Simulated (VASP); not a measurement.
MgH2: relaxation of cell and atoms with PBE

Crystal: MgH2.

```
Mg H
1.0
     3.26327    0.00000    0.00000
     0.00000    3.25588    0.00000
     0.00000    0.00000    6.44055
Mg H
2 4
Cartesian
  0.0000 1.5817 3.2163
  0.0000 1.6742 6.4365
  0.0000 3.2151 4.1342
  0.0000 0.0407 0.9139
  1.6316 1.6202 5.5311
  1.6316 1.6357 2.3108
```

```json
{"Program": "VASP 6.6.1", "Task": "relaxation of cell and atoms", "Functional": "PBE", "Potentials or basis": "VASP PAW PBE potentials, release 64 (Mg, H)", "Cutoff": "600 eV", "k mesh": "8 × 8 × 4", "Occupations": "gaussian, width 0.02 eV", "Spin": "no spin polarisation", "Dipole correction": "no", "Further INCAR settings": "ALGO = Normal; EDIFF = 1e-06; IBRION = 2; EDIFFG = -0.01; NSW = 100; ISIF = 3"}
```

The relaxed volume is 11.39 Å³/atom and the relaxed cell is a = 3.262 Å, b = 3.255 Å, c = 6.438 Å, α = 90.00°, β = 90.00°, γ = 90.00°. The space group after relaxing (to 0.1 Å) is Pmc2_1 (No. 26). The energy gained by relaxing is 0.0 meV/atom and the ionic steps are 2. The pressure after relaxing is -0.1 GPa and the largest force after relaxing is 0.007 eV/Å. The band gap on the k mesh is 1.90 eV.

Forces on the atoms (eV/Å):
```
Mg   0.000  0.002  0.000
Mg   0.000 -0.002  0.000
H    0.000  0.001  0.002
H    0.000 -0.001  0.002
H    0.000  0.006 -0.002
H    0.000 -0.006 -0.002
```

Final structure:
```cif
data_structure
_symmetry_space_group_name_H-M 'P 1'
_symmetry_Int_Tables_number 1
_cell_length_a 3.2617
_cell_length_b 3.2545
_cell_length_c 6.4385
_cell_angle_alpha 90.000
_cell_angle_beta 90.000
_cell_angle_gamma 90.000
_cell_volume 68.35
loop_
_atom_site_label
_atom_site_type_symbol
_atom_site_fract_x
_atom_site_fract_y
_atom_site_fract_z
_atom_site_occupancy
Mg1 Mg 0.00000 0.48583 0.49938 1
Mg2 Mg 0.00000 0.51417 0.99938 1
H1 H 0.00000 0.98750 0.64188 1
H2 H 0.00000 0.01250 0.14188 1
H3 H 0.50000 0.49771 0.85880 1
H4 H 0.50000 0.50229 0.35880 1
```

Levels at points of the mesh, in eV from the valence-band top:
```csv
k point,band 1,band 2,band 3,band 4,band 5,band 6,band 7,band 8
"(0.00, 0.00, 0.00)",-6.96,-3.95,-3.79,0.00,6.61,7.02,8.25,8.38
"(0.50, 0.00, 0.00)",-4.24,-3.70,-2.58,-2.27,2.08,2.89,6.77,7.86
"(0.00, 0.50, 0.00)",-4.22,-3.70,-2.57,-2.26,2.10,2.88,6.73,7.85
"(0.50, 0.50, 0.00)",-2.54,-2.53,-1.45,-1.44,1.90,3.73,4.39,5.41
"(0.00, 0.00, 0.50)",-6.15,-6.15,-1.04,-1.04,5.69,5.69,9.17,9.17
"(0.50, 0.00, 0.50)",-3.58,-3.58,-3.12,-3.12,4.33,4.33,5.13,5.13
"(0.00, 0.50, 0.50)",-3.57,-3.57,-3.11,-3.11,4.33,4.33,5.12,5.12
"(0.50, 0.50, 0.50)",-2.07,-2.07,-2.06,-2.06,2.75,2.75,4.60,4.60
```

Wall time 22 s on 1 thread of Intel(R) Xeon(R) 6975P-C (Granite Rapids), on a shared host, peak memory 0.23 GiB.

A k mesh can miss the band edges.
